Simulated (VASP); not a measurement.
A run of VASP 6.6.1:

The input INCAR:

```
  PREC = Accurate
  ENCUT = 520
  EDIFF = 1E-6
  ISMEAR = 0
  SIGMA = 0.01
  LREAL = F
  LASPH = T
  NELM = 120
  ALGO = Normal
  ISIF = 2
  LWAVE = F
  LCHARG = T
  LELF = T
  LVHAR = T
  NBANDS = 94
  GGA_COMPAT = F
  NELMDL = -8
```

Contents of KPOINTS:

```
Automatic mesh
0
Gamma
  4 4 1
```

File POSCAR:

```
ReS2
1.0
    6.2991530409     -0.0080693685      0.0000000000
    3.0861822194      5.6088672909      0.0000000000
    0.0000000000      0.0000000000     23.0000000000
Re S
8 16
Direct
    0.1155593154      0.2397540932      0.3667710424
    0.2381072115      0.6143867879      0.3714741350
    0.6889773878      0.2127363034      0.3686371445
    0.6647096915      0.6417212958      0.3694676379
    0.6334196323      0.1840808526      0.6285258138
    0.7559675792      0.5587134720      0.6332289169
    1.2068170891      0.1567464915      0.6305323203
    1.1825493840      0.5857314605      0.6313628112
    0.8607361329      0.8314596605      0.3181372419
    0.3215384677      0.8625042944      0.3107961780
    0.0323791795      0.9910126621      0.4272402204
   -0.0083978111      0.5331771642      0.4366133330
    0.4931589719      1.0227122949      0.4199003717
    0.8217551718      0.3682150092      0.2937355568
    0.5319362135      0.4874898284      0.4443946289
    0.3612695759      0.3217737668      0.3015042772
    1.3783677907      0.7757557860      0.5800996935
    0.8391474886      0.8074555588      0.5727598791
    0.5499882148      0.9359638939      0.6892038975
    0.5102573017      0.4766943663      0.6984957130
    1.0107905838      0.9670084557      0.6818628093
    1.3395906584      0.3109785561      0.5556053175
    1.0497717508      0.4302533195      0.7062643981
    0.8799246856      0.2652910211      0.5633866618
```

Potentials or basis: VASP PAW LDA potentials, release 64 (Re, S).

Launch:

```bash
$ cat potpaw_LDA.64/Re/POTCAR potpaw_LDA.64/S/POTCAR > POTCAR
$ mpirun -np 1 vasp_std > vasp.out
```

Hardware: 1 thread of Oxide Virtual Turin-like Processor, on a shared host.

**Question.** How long does it take, and how much memory?

**Answer.** It took 83 min on 1 thread of Oxide Virtual Turin-like Processor, with other jobs on the host, peak memory 0.87 GiB. Counts: scf iterations 34, k points 10.
